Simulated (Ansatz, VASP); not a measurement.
## Two plane-wave programs on GaP

File INCAR:

```
ALGO     = Normal         # electronic algorithm
EDIFF    = 1E-7           # SCF threshold, eV
ENCUT    = 520            # plane-wave cutoff, eV
ISIF     = 2              # what is computed and relaxed
ISMEAR   = 0              # smearing method
LASPH    = True           # aspherical terms in the spheres
LCHARG   = True           # write CHGCAR
LELF     = True           # ELF
LREAL    = False          # projectors in reciprocal space
LVHAR    = True         
LWAVE    = False          # write WAVECAR
NBANDS   = 26             # bands
NELM     = 80             # most SCF steps
PREC     = Accurate       # precision mode
SIGMA    = 0.05           # smearing width, eV
```

File KPOINTS:

```
k-points
0
Gamma
  12 12 12
```

File POSCAR:

```
GaP
1.0
    2.0984563895      1.2115443614      5.9163452923
   -2.0984563895      1.2115443614      5.9163452923
    0.0000000000     -2.4230887228      5.9163452923
Ga P
2 2
Direct
    0.4353720000      0.4353720000      0.4353720000
    0.5646280000      0.5646280000      0.5646280000
    0.0573890000      0.0573890000      0.0573890000
    0.9426110000      0.9426110000      0.9426110000
```

Input for Ansatz:

```yaml
crystal:
  lattice:
    - [2.0984563895, 1.2115443614, 5.9163452923]
    - [-2.0984563895, 1.2115443614, 5.9163452923]
    - [0.0, -2.4230887228, 5.9163452923]
  atoms:
    - { symbol: Ga, position: [0.435372, 0.435372, 0.435372] }
    - { symbol: Ga, position: [0.564628, 0.564628, 0.564628] }
    - { symbol: P, position: [0.057389, 0.057389, 0.057389] }
    - { symbol: P, position: [0.942611, 0.942611, 0.942611] }
basis:
  ecutwfc: 420
kpoints:
  mp_grid: { grid: [12, 12, 12] }
hamiltonian:
  xc: lda
scf:
  occupations: { method: gaussian, width: 0.05 }
output:
  forces: true
  stress: true
  eigenvalues: true
```

Change from the starting cell: strain +0.080 along x and y, -0.080 along z, atoms carried along.

Alike in both runs: task single point; functional LDA; k mesh 12 × 12 × 12; occupations gaussian, width 0.05 eV; no spin polarisation.

|  | VASP | Ansatz |
| --- | --- | --- |
| version | VASP 6.6.1 | Ansatz 0.2.0 |
| potentials or method | VASP PAW LDA potentials, release 64 (Ga_d, P), cutoff 520 eV | scalar-relativistic, plane waves, PAW |
| valence electrons in the cell | 36 | 36 |

Ansatz gave:

* gap on the k mesh at the Fermi level (eV): none
* pressure (GPa): -4.0
* traceless stress, the component that is largest in VASP (GPa): 17.85
* rms of the force components (eV/Å): 1.136

Problem. Estimate VASP's values.

Solution. gap on the k mesh at the Fermi level (eV): none; pressure (GPa): -4.0; traceless stress, the component that is largest in VASP (GPa): 17.78; rms of the force components (eV/Å): 1.113.

LDA's correlation is that of Perdew and Zunger in VASP and of Perdew and Wang (1992) in Ansatz. Atom by atom the forces differ by 0.029 eV/Å (rms over components). A gap of «none» marks a metal or a gap that the smearing closes.
